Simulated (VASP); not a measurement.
# MgO2 (R-3m) in VASP: further runs

Runs on MgO2. Level: PBEsol. Tasks: single point.

Program: VASP 6.6.1. These are calculated values, not measurements. Logs are shortened: lines on timing, memory, paths and dates and some standing lists are left out, and cuts for length are marked.

**1. The cell of the first run**

It takes space group R-3m (No. 166, trigonal). Conventional cell: a = 3.210 Å, b = 3.210 Å, c = 9.643 Å, α = 90.00°, β = 90.00°, γ = 120.00°. Mg (site symmetry -3m) has 6 O at 2.07 Å within 2.7 Å. Within 1.8 Å of O (site symmetry 3m) lie 1 O at 1.37 Å.

**2. Single point, PBEsol (strain +0.000 along x and y, -0.080 along z)**

Input file INCAR:

```
SYSTEM = MgO2
  PREC = Accurate
  ENCUT = 520
  EDIFF = 1E-7
  ISMEAR = 0
  SIGMA = 0.05
  LREAL = .FALSE.
  LASPH = .TRUE.
  NELM = 100
  ALGO = Normal
  ISIF = 2
  LWAVE = .FALSE.
  LCHARG = .TRUE.
  GGA = PS
  LELF = .TRUE.
  LVHAR = .TRUE.
  NBANDS = 14
```

Input file KPOINTS:

```
Automatic mesh
0
G
  12 12 12
  0 0 0
```

Input file POSCAR:

```
MgO2
1.0
    1.6047610160      0.9265092046      3.2144605649
   -1.6047610160      0.9265092046      3.2144605649
    0.0000000000     -1.8530184092      3.2144605649
Mg O
1 2
Direct
    0.0000000000      0.0000000000      0.0000000000
    0.4287860000      0.4287860000      0.4287860000
    0.5712140000      0.5712140000      0.5712140000
```

Potentials or basis: VASP PAW PBE potentials, release 64 (Mg, O).

The run is started by

```sh
$ cat potpaw_PBE.64/Mg/POTCAR potpaw_PBE.64/O/POTCAR > POTCAR
$ mpirun -np 1 vasp_std > vasp.out
```

OUTCAR:

```text
SYSTEM = MgO2
   PREC = Accurate
   ENCUT = 520
   EDIFF = 1E-7
   ISMEAR = 0
   LREAL = .FALSE.
   LASPH = .TRUE.
   NELM = 100
   ISIF = 2
   GGA = PS

 ion  position               nearest neighbor table
   1  0.000  0.000  0.000-   3 2.07   3 2.07   2 2.07   2 2.07   3 2.07   2 2.07
   2  0.429  0.429  0.429-   3 1.37   1 2.07   1 2.07   1 2.07
   3  0.571  0.571  0.571-   2 1.37   1 2.07   1 2.07   1 2.07

  LATTYP: Found a trigonal (rhomboedric) cell.
 ALAT       =     3.7103145349
 COS(alpha) =     0.6258641957

  Lattice vectors:

 A1 = (   1.6047610160,   0.9265092046,   3.2144605649)
 A2 = (  -1.6047610160,   0.9265092046,   3.2144605649)
 A3 = (   0.0000000000,  -1.8530184092,   3.2144605649)

Analysis of symmetry for initial positions (statically):
=====================================================================
 Subroutine PRICEL returns:
 Original cell was already a primitive cell.

 Routine SETGRP: Setting up the symmetry group for a
 trigonal (rhombohedral) supercell.

 Subroutine GETGRP returns: Found 12 space group operations
 (whereof 12 operations were pure point group operations)
 out of a pool of 12 trial point group operations.

The static configuration has the point symmetry D_3d.

Analysis of symmetry for dynamics (positions and initial velocities):
=====================================================================
 Subroutine PRICEL returns:
 Original cell was already a primitive cell.

 Routine SETGRP: Setting up the symmetry group for a
 trigonal (rhombohedral) supercell.

 Subroutine GETGRP returns: Found 12 space group operations
 (whereof 12 operations were pure point group operations)
 out of a pool of 12 trial point group operations.

The dynamic configuration has the point symmetry D_3d.

 Subroutine INISYM returns: Found 12 space group operations
 (whereof 12 operations are pure point group operations),
 and found     1 'primitive' translations

----------------------------------------------------------------------------------------

                                     Primitive cell

  volume of cell :      28.6761

  direct lattice vectors                    reciprocal lattice vectors
     1.604761016  0.926509205  3.214460565     0.311572873  0.179886682  0.103698063
    -1.604761016  0.926509205  3.214460565    -0.311572873  0.179886682  0.103698063
     0.000000000 -1.853018409  3.214460565     0.000000000 -0.359773364  0.103698063

  length of vectors
     3.710314535  3.710314535  3.710314535     0.374419767  0.374419767  0.374419767

  position of ions in fractional coordinates (direct lattice)
     0.000000000  0.000000000  0.000000000
     0.428786000  0.428786000  0.428786000
     0.571214000  0.571214000  0.571214000

  ion indices of the primitive-cell ions
   primitive index   ion index
                 1           1
                 2           2
                 3           3

----------------------------------------------------------------------------------------

 KPOINTS: Automatic mesh

Automatic generation of k-mesh.
 Grid dimensions read from file:
 generate k-points for:   12   12   12

 Generating k-lattice:

  Cartesian coordinates                     Fractional coordinates (reciprocal lattice)
     0.025964406  0.014990557  0.008641505     0.083333333  0.000000000  0.000000000
    -0.025964406  0.014990557  0.008641505     0.000000000  0.083333333  0.000000000
     0.000000000 -0.029981114  0.008641505     0.000000000  0.000000000  0.083333333

  Length of vectors
     0.031201647  0.031201647  0.031201647

  Shift w.r.t. Gamma in fractional coordinates (k-lattice)
     0.000000000  0.000000000  0.000000000

 Subroutine IBZKPT returns following result:
 ===========================================

 Found    189 irreducible k-points:

 Following reciprocal coordinates:
            Coordinates               Weight
  0.000000  0.000000  0.000000      1.000000
  0.083333  0.000000  0.000000      6.000000
  0.166667 -0.000000  0.000000      6.000000
  0.250000  0.000000  0.000000      6.000000
  0.333333  0.000000  0.000000      6.000000
  0.416667  0.000000  0.000000      6.000000
[... 16 lines left out ...]
  0.500000  0.166667  0.000000     12.000000
 -0.416667  0.166667 -0.000000     12.000000
 [... further k-points ...]
   k-points           NKPTS =    189   k-points in BZ     NKDIM =    189   number of bands    NBANDS=     14
   number of dos      NEDOS =    301   number of ions     NIONS =      3
   total plane-waves  NPLWV =  21952
   dimension x,y,z NGX =    28 NGY =   28 NGZ =   28
   dimension x,y,z NGXF=    56 NGYF=   56 NGZF=   56
   ions per type =               1   2
   NGX,Y,Z   is equivalent  to a cutoff of  12.55, 12.55, 12.55 a.u.
   NGXF,Y,Z  is equivalent  to a cutoff of  25.09, 25.09, 25.09 a.u.
 SYSTEM =  MgO2
   PREC   = accura    normal or accurate (medium, high low for compatibility)
   ISTART =      0    job   : 0-new  1-cont  2-samecut
   ICHARG =      2    charge: 1-file 2-atom 10-const
   ISPIN  =      1    spin polarized calculation?
   LNONCOLLINEAR =      F non collinear calculations
   LSORBIT =      F    spin-orbit coupling
   LASPH  =      T    aspherical Exc in radial PAW
   ENCUT  =  520.0 eV  38.22 Ry    6.18 a.u.   6.90  6.90  6.90*2*pi/ulx,y,z
   NELM   =    100;   NELMIN=  2; NELMDL= -5     # of ELM steps
   EDIFF  = 0.1E-06   stopping-criterion for ELM
   LREAL  =      F    real-space projection
   EDIFFG = 0.1E-05   stopping-criterion for IOM
   NSW    =      0    number of steps for IOM
   IBRION =     -1    ionic relax: 0-MD 1-quasi-New 2-CG
   NFREE  =      0    steps in history (QN), initial steepest desc. (CG)
   ISIF   =      2    stress and relaxation
   ISYM   =      2    0-nonsym 1-usesym 2-fastsym
   POTIM  = 0.5000    time-step for ionic-motion
   TEBEG  =    0.0;   TEEND  =   0.0 temperature during run
   PSTRESS=    0.0 pullay stress
   NELECT =      14.0000    total number of electrons
   NUPDOWN=      -1.0000    fix difference up-down
   EMIN   =  10.00;   EMAX   =-10.00  energy-range for DOS
   EFERMI =   0.00;   METHOD = LEGACY
   ISMEAR =     0;   SIGMA  =   0.05  broadening in eV -4-tet -1-fermi 0-gaus
   EFERMI_NEDOS =   21; number of points for ismear=-14 and -15
   IALGO  =     38    algorithm
   IMIX   =      4    mixing-type and parameters
     AMIX     =   0.40;   BMIX     =  1.00
     AMIX_MAG =   1.60;   BMIX_MAG =  1.00
  volume/ion in A,a.u.               =       9.56        64.51
  Fermi-wavevector in a.u.,A,eV,Ry     =   1.289074  2.435996 22.608945  1.661711
  Thomas-Fermi vector in A             =   2.420989
   LORBIT       =      0    0 simple, 1 ext, 2 COOP (PROOUT), +10 PAW based schemes
   GGA     = PS    functional components
   LHFCALC =     F    Hartree Fock is set to
   AEXX    =    0.0000 exact exchange contribution
   IVDW    =     0    specifies the selected vdW correction
   LEPSILON=     F    determine dielectric tensor
   LRPA    =     F    only Hartree local field effects (RPA)
 non-spin polarized calculation
 Gauss-broadening in eV      SIGMA  =   0.05
  energy-cutoff  :      520.00
  volume of cell :       28.68
 maximum number of plane-waves:       792
   NGX = 13   NGY = 13   NGZ = 13

 number of electron      14.0000002 magnetization

 Free energy of the ion-electron system (eV)
  ---------------------------------------------------
  ext. energy  EPLUGINS =         0.00000000
  ---------------------------------------------------
  free energy    TOTEN  =       -16.92275227 eV

  energy without entropy =      -16.92275227  energy(sigma->0) =      -16.92275227

 E-fermi :   4.1010     XC(G=0): -10.7931

 val. band max:        3.8829991325   @ k =   0.5000   0.5000   0.5000
 cond. band min:       6.9796972564   @ k =   0.3333   0.3333   0.3333
 fundamental gap:      3.0966981239
 Fermi energy:         4.1009911870

 k-point     1 :       0.0000    0.0000    0.0000
  band No.  band energies     occupation
      1     -19.4521      2.00000
      2     -10.2281      2.00000
      3      -4.9395      2.00000
      4      -0.7227      2.00000
      5      -0.7227      2.00000
      6       2.7889      2.00000
      7       2.7889      2.00000
      8       7.7210      0.00000
      9      10.0311      0.00000
     10      17.3688      0.00000
     11      17.6304      0.00000
     12      17.6304      0.00000
     13      19.1007      0.00000
     14      20.2374      0.00000

 k-point     2 :       0.0833    0.0000    0.0000
  band No.  band energies     occupation
      1     -19.4231      2.00000
      2     -10.2677      2.00000
      3      -4.8854      2.00000
      4      -0.9053      2.00000
      5      -0.7447      2.00000
      6       2.7556      2.00000
      7       2.7695      2.00000
      8       7.9665      0.00000
      9      10.0669      0.00000
     10      16.9695      0.00000
     11      17.3064      0.00000
     12      17.8117      0.00000
     13      19.2622      0.00000
     14      19.9744      0.00000

 k-point     3 :       0.1667   -0.0000    0.0000
  band No.  band energies     occupation
      1     -19.3420      2.00000
      2     -10.3734      2.00000
      3      -4.7377      2.00000
      4      -1.3786      2.00000
      5      -0.8038      2.00000
      6       2.6655      2.00000
      7       2.7389      2.00000
      8       8.6122      0.00000
      9      10.1371      0.00000
     10      15.8558      0.00000
     11      17.1741      0.00000
     12      18.3465      0.00000
     13      19.3611      0.00000
     14      19.6550      0.00000
[... 324 lines left out ...]
 k-point    23 :       0.5000    0.1667    0.0000
  band No.  band energies     occupation
      1     -18.9615      2.00000
      2     -10.9353      2.00000
      3      -3.6347      2.00000
      4      -3.1441      2.00000
      5      -1.3509      2.00000
      6       2.1409      2.00000
      7       3.0604      2.00000
      8       9.4097      0.00000
      9      12.4804      0.00000
     10      13.1432      0.00000
     11      16.5507      0.00000
     12      18.9536      0.00000
     13      19.4480      0.00000
     14      20.4983      0.00000

 k-point    24 :      -0.4167    0.1667   -0.0000
  band No.  band energies     occupation
      1     -18.9532      2.00000
      2     -10.8623      2.00000
      3      -3.9214      2.00000
      4      -2.9699      2.00000
      5      -1.4047      2.00000
      6       2.1907      2.00000
      7       2.8533      2.00000
      8       9.5253      0.00000
      9      12.4330      0.00000
     10      13.4589      0.00000
     11      16.7977      0.00000
     12      18.9301      0.00000
     13      19.5200      0.00000
     14      20.2069      0.00000

 [... further k-points ...]
[... 5 lines left out ...]
  --------------------------------------------------------------------------------------
  -------------------------------------------------------------------------------------
  Total       -0.3605154     -0.3605154      8.3602441      0.0000000     -0.0000000      0.0000000
  in kB      -20.1425713    -20.1425713    467.1002326      0.0000000     -0.0000000      0.0000000
  external PRESSURE =     142.2716966 kB  Pullay stress =       0.0000000 kB

 VOLUME and BASIS-vectors are now :
 -----------------------------------------------------------------------------
  energy-cutoff  :      520.00
  volume of cell :       28.68
      direct lattice vectors                 reciprocal lattice vectors
     1.604761016  0.926509205  3.214460565     0.311572873  0.179886682  0.103698063
    -1.604761016  0.926509205  3.214460565    -0.311572873  0.179886682  0.103698063
     0.000000000 -1.853018409  3.214460565     0.000000000 -0.359773364  0.103698063

 POSITION                                       TOTAL-FORCE (eV/Angst)
 -----------------------------------------------------------------------------------
      0.00000      0.00000      0.00000        -0.000000     -0.000000      0.000000
      0.00000      0.00000      4.13495         0.000000     -0.000000     -3.276099
      0.00000      0.00000      5.50843         0.000000      0.000000      3.276099
 -----------------------------------------------------------------------------------
    total drift:                               -0.000000      0.000000      0.000000

  FREE ENERGIE OF THE ION-ELECTRON SYSTEM (eV)
  ---------------------------------------------------
  free  energy   TOTEN  =       -16.9227522695 eV

  energy  without entropy=      -16.9227522695  energy(sigma->0) =      -16.92275227
```

It took 35 s on 1 thread of Intel Xeon 6975P-C (Granite Rapids), shared host; peak memory 0.21 GiB.

What came out:

```
Free energy            : -16.9228 eV
Pressure               : 14.2 GPa
Largest force          : 3.276 eV/Å
Band gap on the k mesh : 3.10 eV, indirect (least direct gap 3.35 eV)
```

Forces on the atoms (eV/Å):
```
Mg   0.000  0.000  0.000
O    0.000  0.000 -3.276
O    0.000  0.000  3.276
```

Caveat: the cell differs from its parent crystal (strain +0.000 along x and y, -0.080 along z); the PAW data sets were made with another functional, which shifts forces and pressure a little. A k mesh can miss the band edges.

**3. Single point, PBEsol (strain -0.040 along x and y, +0.000 along z)**

Input file INCAR:

```
PREC = Accurate
ENCUT = 520
EDIFF = 1E-6
ISMEAR = 0
SIGMA = 0.05
LREAL = F
LASPH = T
NELM = 80
ALGO = Normal
ISIF = 2
LWAVE = F
LCHARG = F
GGA = PS
NBANDS = 14
```

Input file KPOINTS:

```
regular mesh
0
Gamma
  12 12 12
```

Input file POSCAR:

```
MgO2
1.0
    1.5405705754      0.8894488364      3.4939788749
   -1.5405705754      0.8894488364      3.4939788749
    0.0000000000     -1.7788976728      3.4939788749
Mg O
1 2
Direct
    0.0000000000      0.0000000000      0.0000000000
    0.4287860000      0.4287860000      0.4287860000
    0.5712140000      0.5712140000      0.5712140000
```

Potentials or basis: VASP PAW PBE potentials, release 64 (Mg, O).

The run is started by

```sh
$ cat potpaw_PBE.64/Mg/POTCAR potpaw_PBE.64/O/POTCAR > POTCAR
$ mpirun -np 1 vasp_std > vasp.out
```

OUTCAR:

```text
PREC = Accurate
   ENCUT = 520
   EDIFF = 1E-6
   ISMEAR = 0
   LREAL = F
   LASPH = T
   NELM = 80
   ISIF = 2
   GGA = PS

 ion  position               nearest neighbor table
   1  0.000  0.000  0.000-   3 2.04   2 2.04   3 2.04   3 2.04   2 2.04   2 2.04
   2  0.429  0.429  0.429-   3 1.49   1 2.04   1 2.04   1 2.04
   3  0.571  0.571  0.571-   2 1.49   1 2.04   1 2.04   1 2.04

  LATTYP: Found a trigonal (rhomboedric) cell.
 ALAT       =     3.9207608074
 COS(alpha) =     0.6912176298

  Lattice vectors:
[... 591 lines left out ...]
     10      14.3654      0.00000
     11      16.3772      0.00000
     12      17.6672      0.00000
     13      18.1336      0.00000
     14      21.5126      0.00000

 [... further k-points ...]
[... 5 lines left out ...]
  --------------------------------------------------------------------------------------
  -------------------------------------------------------------------------------------
  Total        1.5554285      1.5554285     -0.7744652      0.0000000     -0.0000000      0.0000000
  in kB       86.7534093     86.7534093    -43.1954899      0.0000000     -0.0000000      0.0000000
  external PRESSURE =      43.4371095 kB  Pullay stress =       0.0000000 kB

 VOLUME and BASIS-vectors are now :
 -----------------------------------------------------------------------------
  energy-cutoff  :      520.00
  volume of cell :       28.73
      direct lattice vectors                 reciprocal lattice vectors
     1.540570575  0.889448836  3.493978875     0.324555076  0.187381960  0.095402218
    -1.540570575  0.889448836  3.493978875    -0.324555076  0.187381960  0.095402218
     0.000000000 -1.778897673  3.493978875     0.000000000 -0.374763921  0.095402218

 POSITION                                       TOTAL-FORCE (eV/Angst)
 -----------------------------------------------------------------------------------
      0.00000      0.00000      0.00000        -0.000000      0.000000      0.000000
      0.00000      0.00000      4.49451         0.000000      0.000000      0.690028
      0.00000      0.00000      5.98743         0.000000      0.000000     -0.690028
 -----------------------------------------------------------------------------------
    total drift:                                0.000000     -0.000000      0.000000

  FREE ENERGIE OF THE ION-ELECTRON SYSTEM (eV)
  ---------------------------------------------------
  free  energy   TOTEN  =       -17.1767189899 eV

  energy  without entropy=      -17.1767189899  energy(sigma->0) =      -17.17671899
```

stdout:

```text
POSCAR found type information on POSCAR MgO
 POSCAR found :  2 types and       3 ions
 scaLAPACK will be used
 -----------------------------------------------------------------------------
|                                                                             |
|                                                                             |
|     You enforced a specific xc type in the INCAR file but a different       |
|     I HOPE YOU KNOW WHAT YOU ARE DOING!                                     |
|                                                                             |
 -----------------------------------------------------------------------------

 LDA part: xc-table for (Slater+PW92), standard interpolation
 POSCAR, INCAR and KPOINTS ok, starting setup
 FFT: planning ... GRIDC
 FFT: planning ... GRID_SOFT
 FFT: planning ... GRID
 WAVECAR not read
 entering main loop
```

Wall time 39 s (1 thread of Intel Xeon 6975P-C (Granite Rapids), shared host); peak memory 0.22 GiB.

What came out:

```yaml
Free_energy: -17.1767 eV
Pressure: 4.3 GPa
Largest_force: 0.690 eV/Å
Band_gap_on_the_k_mesh: 2.07 eV, direct
```

Forces on the atoms (eV/Å):
```
Mg   0.000  0.000  0.000
O    0.000  0.000  0.690
O    0.000  0.000 -0.690
```

Caveat: the cell differs from its parent crystal (strain -0.040 along x and y, +0.000 along z); the PAW data sets were made with another functional, which shifts forces and pressure a little.

(Continued in part 2 of 2.)
